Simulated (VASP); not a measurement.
Set up this calculation in VASP 6.6.1, as the native input.

```yaml
Task: single point
Functional: RPBE
Potentials_or_basis: VASP PAW PBE potentials, release 64 (Na_pv)
Cutoff: 500 eV
k_mesh: 8 × 8 × 8
Occupations: fermi-dirac, width 0.1 eV
Spin: no spin polarisation
Dipole_correction: no
Further_INCAR_settings: ALGO = Normal; EDIFF = 1e-06; NBANDS = 14
```

The structure of Na lies in POSCAR:

```
Na
1.0
    0.0000000000      3.7218372588      3.7218372588
    3.7218372588      0.0000000000      3.7218372588
    3.7218372588      3.7218372588      0.0000000000
Na
2
Direct
    0.1250000000      0.1250000000      0.1250000000
    0.8750000000      0.8750000000      0.8750000000
```

This isn't the form of Na at room conditions, which is bcc.

One way to write it, as run:

INCAR

```
ALGO = Normal ; EDIFF = 1E-6
ENCUT = 500 ; GGA = RP
GGA_COMPAT = False ; ISIF = 2
ISMEAR = -1 ; LASPH = True
LCHARG = False ; LREAL = False
LWAVE = False ; NBANDS = 14
NELM = 120 ; PREC = Accurate
SIGMA = 0.1
```

KPOINTS

```
k-points
0
Gamma
  8 8 8
```

Potentials or basis: VASP PAW PBE potentials, release 64 (Na_pv).

Run with:

```bash
$ cat potpaw_PBE.64/Na_pv/POTCAR > POTCAR
$ mpirun -np 1 vasp_std > vasp.out
```

Results of the run:

* Pressure: 0.4 GPa
* Band gap on the k mesh: zero (bands 7 and 8 overlap by 0.87 eV)

Caveat: the PAW data sets were made with another functional, which shifts forces and pressure a little.

It took 44 s on 1 thread of Intel Xeon 8259CL, on a shared host, peak memory 0.23 GiB.
